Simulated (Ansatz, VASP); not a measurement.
# Two plane-wave programs on CaO

Contents of INCAR:

```
SYSTEM = CaO
PREC = Accurate
ENCUT = 520
EDIFF = 1E-7
ISMEAR = -1
SIGMA = 0.02
LREAL = .False.
LASPH = .True.
NELM = 60
ALGO = Normal
ISIF = 2
LWAVE = .False.
LCHARG = .False.
GGA = PE
NBANDS = 15
```

KPOINTS

```
regular mesh
0
Gamma
  10 10 10
  0 0 0
```

POSCAR

```
CaO
1.0
    0.0000000000      2.3975501188      2.3975501188
    2.3443245062      0.0000000000      2.3975501188
    2.3443245062      2.3975501188      0.0000000000
Ca O
1 1
Direct
    0.0000000000      0.0000000000      0.0000000000
    0.5000000000      0.5000000000      0.5000000000
```

Input for Ansatz:

```yaml
crystal:
  lattice:
    - [0.0, 2.3975501188, 2.3975501188]
    - [2.3443245062, 0.0, 2.3975501188]
    - [2.3443245062, 2.3975501188, 0.0]
  atoms:
    - { symbol: Ca, position: [0.0, 0.0, 0.0] }
    - { symbol: O, position: [0.5, 0.5, 0.5] }
kpoints:
  mp_grid: { grid: [10, 10, 10] }
  band_path:
    path:
      - [0.0, 0.0, 0.0]
      - [0.5, 0.0, 0.5]
      - [0.625, 0.25, 0.625]
      - [0.375, 0.375, 0.75]
      - [0.5, 0.5, 0.5]
      - [0.5, 0.25, 0.75]
      - [0.0, 0.5, 0.5]
    npoints: 1
hamiltonian:
  xc: pbe
scf:
  occupations: { method: fermi_dirac, width: 0.02 }
  n_extra_bands: 4
output:
  forces: true
  stress: true
  eigenvalues: true
```

Change from the starting cell: uniaxial_x strain -2.2%.

Alike in both runs: task single point; functional PBE; k mesh 10 × 10 × 10; occupations fermi-dirac, width 0.02 eV; no spin polarisation.

|  | VASP | Ansatz |
| --- | --- | --- |
| version | VASP 6.6.1 | Ansatz 0.2.0 |
| potentials or method | VASP PAW PBE potentials, release 64 (Ca_sv, O) | plane waves, PAW |
| plane-wave cutoff (eV) | 520 | 420 |
| valence electrons in the cell | 16 | 16 |

|  | VASP | Ansatz | Ansatz less VASP |
| --- | --- | --- | --- |
| gap on the k mesh at the Fermi level (eV) | 3.53 | 3.56 | +0.023 |
| pressure (GPa) | 6.0 | 5.3 | -0.68 |
| traceless stress, the component that is largest in VASP (GPa) | 3.00 | 2.87 | -0.122 |
